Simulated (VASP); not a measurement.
# Al8N7 (a cell with a defect) in VASP: further runs

The runs below take Al8N7 (a cell with a defect) through single point, with PBE.

Everything below comes from runs of VASP 6.6.1. Logs are shortened: lines on timing, memory, paths and dates and some standing lists are left out, and cuts for length are marked.

### 1 The cell of the first run

The cell holds a defect, 15 atoms: a = 5.757 Å, b = 5.757 Å, c = 5.757 Å, α = 60.00°, β = 60.00°, γ = 60.00°.

### 2 Single point, PBE (atom 9 moved -0.125 of the way to it and +0.000 Å across, host rigid)

Input file INCAR:

```
SYSTEM = Al8N7
PREC = Accurate
ENCUT = 520
EDIFF = 1E-7
ISMEAR = 0
SIGMA = 0.05
LREAL = Auto
LASPH = .True.
NELM = 60
ALGO = Normal
ISIF = 2
LWAVE = .False.
LCHARG = .True.
GGA = PE
LELF = .True.
LVHAR = .True.
NBANDS = 42
NELECT = 56.0
```

Input file KPOINTS:

```
Automatic mesh
0
Gamma
  4 4 4
  0 0 0
```

Input file POSCAR:

```
Al8N7
1.0
    0.0000000000      4.0705261175     -4.0705261175
    4.0705261175      4.0705261175      0.0000000000
    4.0705261175      0.0000000000     -4.0705261175
Al N
8 7
Direct
    0.2500000000      0.7500000000      0.2500000000
    0.2500000000      0.2500000000      0.2500000000
    0.7500000000      0.7500000000      0.2500000000
    0.7500000000      0.2500000000      0.2500000000
    0.2500000000      0.7500000000      0.7500000000
    0.2500000000      0.2500000000      0.7500000000
    0.7500000000      0.7500000000      0.7500000000
    0.7500000000      0.2500000000      0.7500000000
    0.5000000000      0.0625000000      0.0000000000
    1.0000000000      0.5000000000      0.0000000000
    1.0000000000      0.0000000000      0.0000000000
    0.5000000000      0.5000000000      0.5000000000
    0.5000000000      0.0000000000      0.5000000000
    1.0000000000      0.5000000000      0.5000000000
    1.0000000000      0.0000000000      0.5000000000
```

Potentials or basis: VASP PAW PBE potentials, release 64 (Al, N).

The run is started by

```sh
> cat potpaw_PBE.64/Al/POTCAR potpaw_PBE.64/N/POTCAR > POTCAR
> mpirun -np 1 vasp_std > vasp.out
```

OUTCAR:

```text
SYSTEM = Al8N7
   PREC = Accurate
   ENCUT = 520
   EDIFF = 1E-7
   ISMEAR = 0
   LREAL = Auto
   LASPH = .True.
   NELM = 60
   ISIF = 2
   GGA = PE
   NELECT = 56.0

 ion  position               nearest neighbor table
   1  0.250  0.750  0.250-  11 2.04  12 2.04  14 2.04  15 2.04   9 2.30   5 2.88   2 2.88   3 2.88
                             5 2.88   6 2.88   7 2.88   2 2.88   4 2.88   6 2.88   3 2.88   4 2.88
   2  0.250  0.250  0.250-   9 1.80  10 2.04  13 2.04  14 2.04  15 2.04   6 2.88   1 2.88   4 2.88
                             5 2.88   6 2.88   8 2.88   1 2.88   3 2.88   5 2.88   3 2.88   4 2.88
   3  0.750  0.750  0.250-  10 2.04  11 2.04  12 2.04  13 2.04  14 2.04   9 2.07   1 2.88   4 2.88
                             7 2.88   5 2.88   7 2.88   8 2.88   2 2.88   4 2.88   8 2.88   1 2.88
   4  0.750  0.250  0.250-  10 2.04  11 2.04  12 2.04  13 2.04  15 2.04   8 2.88   2 2.88   3 2.88
                             6 2.88   7 2.88   8 2.88   1 2.88   3 2.88   7 2.88   1 2.88   2 2.88
   5  0.250  0.750  0.750-  10 2.04  11 2.04  12 2.04  13 2.04  15 2.04   7 2.88   1 2.88   6 2.88
                             1 2.88   2 2.88   3 2.88   2 2.88   6 2.88   8 2.88   3 2.88   7 2.88
   6  0.250  0.250  0.750-  10 2.04  11 2.04  12 2.04  13 2.04  14 2.04   9 2.07   2 2.88   5 2.88
                             8 2.88   1 2.88   2 2.88   4 2.88   1 2.88   5 2.88   7 2.88   4 2.88
   7  0.750  0.750  0.750-  10 2.04  13 2.04  14 2.04  15 2.04   9 2.30   8 2.88   3 2.88   5 2.88
                             1 2.88   3 2.88   4 2.88   4 2.88   6 2.88   8 2.88   1 2.88   5 2.88
   8  0.750  0.250  0.750-   9 1.80  11 2.04  12 2.04  14 2.04  15 2.04   7 2.88   4 2.88   6 2.88
                             2 2.88   3 2.88   4 2.88   3 2.88   5 2.88   7 2.88   2 2.88   5 2.88
   9  0.500  0.062  0.000-   2 1.80   8 1.80   6 2.07   3 2.07   7 2.30   1 2.30
  10  0.000  0.500  0.000-   2 2.04   3 2.04   4 2.04   5 2.04   6 2.04   7 2.04
  11  0.000  0.000  0.000-   1 2.04   3 2.04   4 2.04   5 2.04   6 2.04   8 2.04
  12  0.500  0.500  0.500-   1 2.04   3 2.04   4 2.04   5 2.04   6 2.04   8 2.04
  13  0.500  0.000  0.500-   2 2.04   3 2.04   4 2.04   5 2.04   6 2.04   7 2.04
  14  0.000  0.500  0.500-   1 2.04   2 2.04   3 2.04   6 2.04   7 2.04   8 2.04
  15  0.000  0.000  0.500-   1 2.04   2 2.04   4 2.04   5 2.04   7 2.04   8 2.04

  LATTYP: Found a face centered cubic cell.
 ALAT       =     8.1410522350

  Lattice vectors:

 A1 = (   0.0000000000,   4.0705261175,  -4.0705261175)
 A2 = (   4.0705261175,   4.0705261175,   0.0000000000)
 A3 = (   4.0705261175,   0.0000000000,  -4.0705261175)

Analysis of symmetry for initial positions (statically):
=====================================================================
 Subroutine PRICEL returns:
 Original cell was already a primitive cell.

 Routine SETGRP: Setting up the symmetry group for a
 face centered cubic supercell.

 Subroutine GETGRP returns: Found  4 space group operations
 (whereof  1 operations were pure point group operations)
 out of a pool of 48 trial point group operations.

The static configuration has the point symmetry C_1 .
 The point group associated with its full space group is C_2v.

Analysis of symmetry for dynamics (positions and initial velocities):
=====================================================================
 Subroutine PRICEL returns:
 Original cell was already a primitive cell.

 Routine SETGRP: Setting up the symmetry group for a
 face centered cubic supercell.

 Subroutine GETGRP returns: Found  4 space group operations
 (whereof  1 operations were pure point group operations)
 out of a pool of 48 trial point group operations.

The dynamic configuration has the point symmetry C_1 .
 The point group associated with its full space group is C_2v.

 Subroutine INISYM returns: Found  4 space group operations
 (whereof  1 operations are pure point group operations),
 and found     1 'primitive' translations

----------------------------------------------------------------------------------------

                                     Primitive cell

  volume of cell :     134.8906

  direct lattice vectors                    reciprocal lattice vectors
     0.000000000  4.070526118 -4.070526118    -0.122834244  0.122834244 -0.122834244
     4.070526118  4.070526118  0.000000000     0.122834244  0.122834244  0.122834244
     4.070526118  0.000000000 -4.070526118     0.122834244 -0.122834244 -0.122834244

[... 57 lines left out ...]
     0.000000000  0.000000000  0.000000000

 Subroutine IBZKPT returns following result:
 ===========================================

 Found     18 irreducible k-points:

 Following reciprocal coordinates:
            Coordinates               Weight
  0.000000  0.000000  0.000000      1.000000
  0.250000  0.000000  0.000000      4.000000
  0.000000  0.250000  0.000000      4.000000
  0.500000  0.000000  0.000000      2.000000
  0.000000  0.500000  0.000000      2.000000
  0.250000  0.250000  0.000000      4.000000
[... 10 lines left out ...]
 -0.250000  0.500000  0.250000      2.000000
  0.250000 -0.250000  0.500000      4.000000
   k-points           NKPTS =     18   k-points in BZ     NKDIM =     18   number of bands    NBANDS=     42
   number of dos      NEDOS =    301   number of ions     NIONS =     15
   total plane-waves  NPLWV = 110592
   dimension x,y,z NGX =    48 NGY =   48 NGZ =   48
   dimension x,y,z NGXF=    96 NGYF=   96 NGZF=   96
   ions per type =               8   7
   NGX,Y,Z   is equivalent  to a cutoff of  13.86, 13.86, 13.86 a.u.
   NGXF,Y,Z  is equivalent  to a cutoff of  27.72, 27.72, 27.72 a.u.
 SYSTEM =  Al8N7
   PREC   = accura    normal or accurate (medium, high low for compatibility)
   ISTART =      0    job   : 0-new  1-cont  2-samecut
   ICHARG =      2    charge: 1-file 2-atom 10-const
   ISPIN  =      1    spin polarized calculation?
   LNONCOLLINEAR =      F non collinear calculations
   LSORBIT =      F    spin-orbit coupling
   LASPH  =      T    aspherical Exc in radial PAW
   ENCUT  =  520.0 eV  38.22 Ry    6.18 a.u.  10.70 10.70 10.70*2*pi/ulx,y,z
   NELM   =     60;   NELMIN=  2; NELMDL= -5     # of ELM steps
   EDIFF  = 0.1E-06   stopping-criterion for ELM
   LREAL  =      T    real-space projection
   EDIFFG = 0.1E-05   stopping-criterion for IOM
   NSW    =      0    number of steps for IOM
   IBRION =     -1    ionic relax: 0-MD 1-quasi-New 2-CG
   NFREE  =      0    steps in history (QN), initial steepest desc. (CG)
   ISIF   =      2    stress and relaxation
   ISYM   =      2    0-nonsym 1-usesym 2-fastsym
   POTIM  = 0.5000    time-step for ionic-motion
   TEBEG  =    0.0;   TEEND  =   0.0 temperature during run
   PSTRESS=    0.0 pullay stress
   NELECT =      56.0000    total number of electrons
   NUPDOWN=      -1.0000    fix difference up-down
   EMIN   =  10.00;   EMAX   =-10.00  energy-range for DOS
   EFERMI =   0.00;   METHOD = LEGACY
   ISMEAR =     0;   SIGMA  =   0.05  broadening in eV -4-tet -1-fermi 0-gaus
   EFERMI_NEDOS =   21; number of points for ismear=-14 and -15
   IALGO  =     38    algorithm
   IMIX   =      4    mixing-type and parameters
     AMIX     =   0.40;   BMIX     =  1.00
     AMIX_MAG =   1.60;   BMIX_MAG =  1.00
  volume/ion in A,a.u.               =       8.99        60.69
  Fermi-wavevector in a.u.,A,eV,Ry     =   1.221266  2.307858 20.292965  1.491491
  Thomas-Fermi vector in A             =   2.356454
   LORBIT       =      0    0 simple, 1 ext, 2 COOP (PROOUT), +10 PAW based schemes
   GGA     = PE    functional components
   LHFCALC =     F    Hartree Fock is set to
   AEXX    =    0.0000 exact exchange contribution
   IVDW    =     0    specifies the selected vdW correction
   LEPSILON=     F    determine dielectric tensor
   LRPA    =     F    only Hartree local field effects (RPA)
 non-spin polarized calculation
 Gauss-broadening in eV      SIGMA  =   0.05
  energy-cutoff  :      520.00
  volume of cell :      134.89
 maximum number of plane-waves:      3695
 NGX is ok and might be reduce to    48
   NGX = 21   NGY = 21   NGZ = 21

 number of electron      55.9999997 magnetization

 Free energy of the ion-electron system (eV)
  ---------------------------------------------------
  ext. energy  EPLUGINS =         0.00000000
  ---------------------------------------------------
  free energy    TOTEN  =      -132.14146225 eV

  energy without entropy =     -132.13434794  energy(sigma->0) =     -132.13790510

 E-fermi :   8.7241     XC(G=0): -11.6754

 val. band max:        8.6705294404   @ k =   0.2500   0.2500   0.0000
 cond. band min:       8.7298042914   @ k =   0.0000   0.5000   0.0000
 fundamental gap:      0.0592748510
 Fermi energy:         8.7240614308

 k-point     1 :       0.0000    0.0000    0.0000
  band No.  band energies     occupation
      1      -7.6848      2.00000
      2      -4.9350      2.00000
      3      -4.9119      2.00000
      4      -4.9078      2.00000
      5      -4.2379      2.00000
      6      -4.0311      2.00000
[... 763 lines left out ...]
     39      18.3180      0.00000
     40      18.3247      0.00000
 [bands above 40 left out]

------------------------ aborting loop because EDIFF is reached ----------------------------------------

  FORCE on cell =-STRESS in cart. coord.  units (eV):
  Direction    XX          YY          ZZ          XY          YZ          ZX
  --------------------------------------------------------------------------------------
  -------------------------------------------------------------------------------------
  Total      -33.2780073    -33.2780073    -35.2964405     -1.7336598     -0.0000000      0.0000000
  in kB     -395.2630911   -395.2630911   -419.2372475    -20.5917300     -0.0000000      0.0000000
  external PRESSURE =    -403.2544766 kB  Pullay stress =       0.0000000 kB

 VOLUME and BASIS-vectors are now :
 -----------------------------------------------------------------------------
  energy-cutoff  :      520.00
  volume of cell :      134.89
      direct lattice vectors                 reciprocal lattice vectors
     0.000000000  4.070526118 -4.070526118    -0.122834244  0.122834244 -0.122834244
     4.070526118  4.070526118  0.000000000     0.122834244  0.122834244  0.122834244
     4.070526118  0.000000000 -4.070526118     0.122834244 -0.122834244 -0.122834244

 POSITION                                       TOTAL-FORCE (eV/Angst)
 -----------------------------------------------------------------------------------
      4.07053      4.07053     -2.03526         2.685007     -0.194262      0.000000
      2.03526      2.03526     -2.03526         1.761099     -2.651847      0.000000
      4.07053      6.10579     -4.07053         0.208055      0.208055     -0.031176
      2.03526      4.07053     -4.07053         0.053839      0.053839     -2.530447
      6.10579      4.07053     -4.07053         0.053839      0.053839      2.530447
      4.07053      2.03526     -4.07053         0.208055      0.208055      0.031176
      6.10579      6.10579     -6.10579        -0.194262      2.685007      0.000000
      4.07053      4.07053     -6.10579        -2.651847      1.761099      0.000000
      0.25441      2.28967     -2.03526        -2.804871     -2.804871      0.000000
      2.03526      2.03526      0.00000         0.484067     -0.075507      0.754732
      0.00000      0.00000      0.00000        -0.075507      0.484067     -0.754732
      4.07053      4.07053     -4.07053        -0.075507      0.484067      0.754732
      2.03526      2.03526     -4.07053         0.484067     -0.075507     -0.754732
      4.07053      2.03526     -2.03526        -0.038299     -0.038299      0.000000
      2.03526      0.00000     -2.03526        -0.097735     -0.097735      0.000000
 -----------------------------------------------------------------------------------
    total drift:                               -0.000708     -0.000708      0.000000

  FREE ENERGIE OF THE ION-ELECTRON SYSTEM (eV)
  ---------------------------------------------------
  free  energy   TOTEN  =      -132.1414622543 eV

  energy  without entropy=     -132.1343479427  energy(sigma->0) =     -132.13790510
```

Run time: 2.5 min. Hardware: 1 thread of Intel Xeon 6975P-C (Granite Rapids), shared host; peak memory 0.32 GiB.

What came out:

| Item | Value |
| --- | --- |
| Free energy | -132.1415 eV |
| Largest force | 3.967 eV/Å |

Forces in eV/Å, atoms in the order of the input:
```
Al   2.685 -0.194  0.000
Al   1.761 -2.652  0.000
Al   0.208  0.208 -0.031
Al   0.054  0.054 -2.530
Al   0.054  0.054  2.530
Al   0.208  0.208  0.031
Al  -0.194  2.685  0.000
Al  -2.652  1.761  0.000
N   -2.805 -2.805  0.000
N    0.484 -0.076  0.755
N   -0.076  0.484 -0.755
N   -0.076  0.484  0.755
N    0.484 -0.076 -0.755
N   -0.038 -0.038  0.000
N   -0.098 -0.098  0.000
```

Levels at points of the mesh, in eV from the Fermi level:
```
           k point  band 25  band 26  band 27  band 28  band 29  band 30  band 31  band 32
(0.00, 0.00, 0.00)    -0.45    -0.42     0.16     0.26     0.31     5.02     5.47     5.68
(0.50, 0.00, 0.00)    -0.73    -0.61    -0.10     0.02     0.03     2.41     5.30     5.54
(0.00, 0.50, 0.00)    -0.65    -0.64    -0.14    -0.09     0.01     2.47     5.31     5.55
(0.50, 0.50, 0.00)    -0.68    -0.68    -0.67    -0.38     0.65     2.33     4.59     4.79
(0.50, 0.00, 0.50)    -0.93    -0.67    -0.60    -0.36     0.56     2.21     4.78     4.82
```

Caveat: the cell carries a net charge on a neutralising background, which shifts energy and pressure; the cell differs from its parent crystal (atom 9 moved -0.125 of the way to it and +0.000 Å across, host rigid); the cell is charged against a uniform background, so pressure and absolute levels hang on convention.

### 3 Single point, PBE (atom 9 moved 0.375 of the way to it and +0.000 Å across, host rigid)

Input file INCAR:

```
SYSTEM = Al8N7
PREC = Accurate
ENCUT = 520
EDIFF = 1E-6
ISMEAR = 0
SIGMA = 0.05
LREAL = Auto
LASPH = .TRUE.
NELM = 60
ALGO = Normal
ISIF = 2
LWAVE = .FALSE.
LCHARG = .FALSE.
GGA = PE
NELECT = 56.0
NBANDS = 42
```

Input file KPOINTS:

```
regular mesh
0
G
  4 4 4
  0 0 0
```

POSCAR: that of step 2 with these lines changed.

```diff
@@ -16,3 +16,3 @@
     0.7500000000      0.2500000000      0.7500000000
-    0.5000000000      0.0625000000      0.0000000000
+    0.5000000000     -0.1875000000      0.0000000000
     1.0000000000      0.5000000000      0.0000000000
```

Potentials or basis: VASP PAW PBE potentials, release 64 (Al, N).

The run is started by

```sh
> cat potpaw_PBE.64/Al/POTCAR potpaw_PBE.64/N/POTCAR > POTCAR
> mpirun -np 1 vasp_std > vasp.out
```

Run time: 2.2 min. Hardware: 1 thread of Intel Xeon 6975P-C (Granite Rapids), shared host; peak memory 0.32 GiB.

Results (log left out):

```
Free energy   : -126.7049 eV
Largest force : 17.266 eV/Å
```

Forces on the atoms (eV/Å):
```
Al   10.184 -13.942   0.000
Al    2.232  -3.129   0.000
Al   -0.444  -0.444  -1.386
Al    0.069   0.069  -2.873
Al    0.069   0.069   2.873
Al   -0.444  -0.444   1.386
Al  -13.942  10.184   0.000
Al   -3.129   2.232   0.000
N     5.942   5.942   0.000
N    -0.944   0.614  -1.893
N     0.614  -0.944   1.893
N     0.614  -0.944  -1.893
N    -0.944   0.614   1.893
N     0.023   0.023   0.000
N     0.099   0.099   0.000
```

Levels at points of the mesh, in eV from the Fermi level:
```tsv
k point	band 24	band 25	band 26	band 27	band 28	band 29	band 30	band 31	band 32	band 33
(0.00, 0.00, 0.00)	-0.79	-0.74	-0.59	-0.20	0.15	0.20	3.14	5.23	5.59	5.60
(0.50, 0.00, 0.00)	-1.40	-1.07	-0.66	-0.13	-0.04	0.01	2.36	4.03	4.66	5.40
(0.00, 0.50, 0.00)	-1.45	-0.84	-0.75	-0.63	-0.57	0.59	2.10	4.18	5.34	5.81
(0.50, 0.50, 0.00)	-0.90	-0.88	-0.77	-0.77	-0.24	0.84	2.35	3.40	4.49	5.45
(0.50, 0.00, 0.50)	-1.26	-1.19	-0.83	-0.62	-0.61	0.09	1.95	4.15	4.91	5.25
```

Caveat: the cell carries a net charge on a neutralising background, which shifts energy and pressure; the cell differs from its parent crystal (atom 9 moved 0.375 of the way to it and +0.000 Å across, host rigid); the cell is charged against a uniform background, so pressure and absolute levels hang on convention.

### 4 Single point, PBE (atom 9 moved 0.000 of the way to it and -0.500 Å across, host rigid)

Input file INCAR:

```
SYSTEM = Al8N7
ALGO = Normal
EDIFF = 1E-6
ENCUT = 520
GGA = PE
ISIF = 2
ISMEAR = 0
LASPH = .True.
LCHARG = .False.
LREAL = Auto
LWAVE = .False.
NBANDS = 42
NELECT = 56.0
NELM = 80
PREC = Accurate
SIGMA = 0.05
```

Input file KPOINTS:

```
k-points
0
Gamma
  4 4 4
  0 0 0
```

POSCAR: that of step 3 with these lines changed.

```diff
@@ -16,3 +16,3 @@
     0.7500000000      0.2500000000      0.7500000000
-    0.5000000000     -0.1875000000      0.0000000000
+    0.5614171222     -0.0614171222      0.0614171222
     1.0000000000      0.5000000000      0.0000000000
```

The run is started by

```sh
> cat potpaw_PBE.64/Al/POTCAR potpaw_PBE.64/N/POTCAR > POTCAR
> mpirun -np 1 vasp_std > vasp.out
```

It took 2 min on 1 thread of Intel Xeon 6975P-C (Granite Rapids), shared host; peak memory 0.32 GiB.

Results (log left out):

```yaml
Free_energy: -129.9465 eV
Largest_force: 16.143 eV/Å
```

Forces on the atoms (eV/Å):
```
Al    2.445  -0.071  -0.332
Al    0.071  -2.445  -0.332
Al    0.000   0.000 -11.772
Al    0.000   0.000  -2.520
Al    0.000   0.000   2.477
Al    0.000   0.000   0.889
Al   -0.071   2.445  -0.332
Al   -2.445   0.071  -0.332
N     0.000   0.000  16.143
N    -1.218   0.038  -0.996
N    -0.038   1.218  -0.996
N     0.038  -1.218  -0.996
N     1.218  -0.038  -0.996
N     0.000   0.000   0.013
N     0.000   0.000   0.084
```

Levels at points of the mesh, in eV from the Fermi level:
```csv
k point,band 24,band 25,band 26,band 27,band 28,band 29,band 30,band 31,band 32,band 33
"(0.00, 0.00, 0.00)",-0.52,-0.51,-0.48,0.14,0.19,0.32,4.90,5.01,5.33,5.52
"(0.50, 0.00, 0.00)",-1.27,-0.91,-0.55,-0.02,-0.02,0.00,2.34,4.65,5.49,6.07
"(0.00, 0.50, 0.00)",-1.17,-0.70,-0.66,-0.34,-0.12,0.10,2.47,5.47,5.52,6.24
"(0.50, 0.50, 0.00)",-0.90,-0.75,-0.71,-0.55,-0.46,0.48,2.31,4.76,4.81,6.46
"(0.50, 0.00, 0.50)",-1.05,-0.69,-0.67,-0.57,-0.41,0.58,2.17,4.28,4.73,6.65
```

Caveat: the cell carries a net charge on a neutralising background, which shifts energy and pressure; the cell differs from its parent crystal (atom 9 moved 0.000 of the way to it and -0.500 Å across, host rigid); the cell is charged against a uniform background, so pressure and absolute levels hang on convention.
